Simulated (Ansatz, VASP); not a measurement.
One calculation of Si, two programs

```xyz
17
Lattice="0.0000 5.4300 5.4300 5.4300 0.0000 5.4300 5.4300 5.4300 0.0000" Properties=species:S:1:pos:R:3 pbc="T T T"
Si   -0.0326   -0.0020   -0.0018
Si    1.3398    1.3757    1.3760
Si    2.7180    2.7475   -0.0024
Si    4.0774    4.0680    1.3608
Si    2.7183   -0.0029    2.7477
Si    4.0776    1.3606    4.0681
Si    5.4298    2.7153    2.7153
Si    6.7850    4.0674    4.0676
Si    0.0064    2.7109    2.7118
Si    1.3361    4.0481    4.0487
Si    2.7163    5.4303    2.6813
Si    4.0992    6.8104    4.0477
Si    2.7166    2.6806    5.4307
Si    4.0996    4.0468    6.8110
Si    5.4661    5.4294    5.4302
Si    6.7837    6.7923    6.7928
Si    2.7213    5.4260    5.4269
```

Alike in both runs: functional PBEsol; k mesh 2 × 2 × 2; occupations gaussian, width 0.05 eV; no spin polarisation.

Ansatz relaxed the structure, and its values are those at the end. VASP's run is a single point on that final structure, the one shown.

|  | VASP | Ansatz |
| --- | --- | --- |
| version | VASP 6.6.1 | Ansatz 0.2.0 |
| potentials or method | VASP PAW PBE potentials, release 64 (Si), cutoff 520 eV | scalar-relativistic, plane waves, PAW |
| valence electrons in the cell | 68 | 68 |

```csv
,VASP,Ansatz,Ansatz less VASP
rms of the force components (eV/Å),0.012,0.012,0.0000
```

VASP's potentials were made for PBE, not for PBEsol, and Ansatz warns of the same on its side. With one functional, cell and mesh, what is left measures potentials, basis and numerics.

The k mesh is coarse, so the values compare programs but aren't converged.
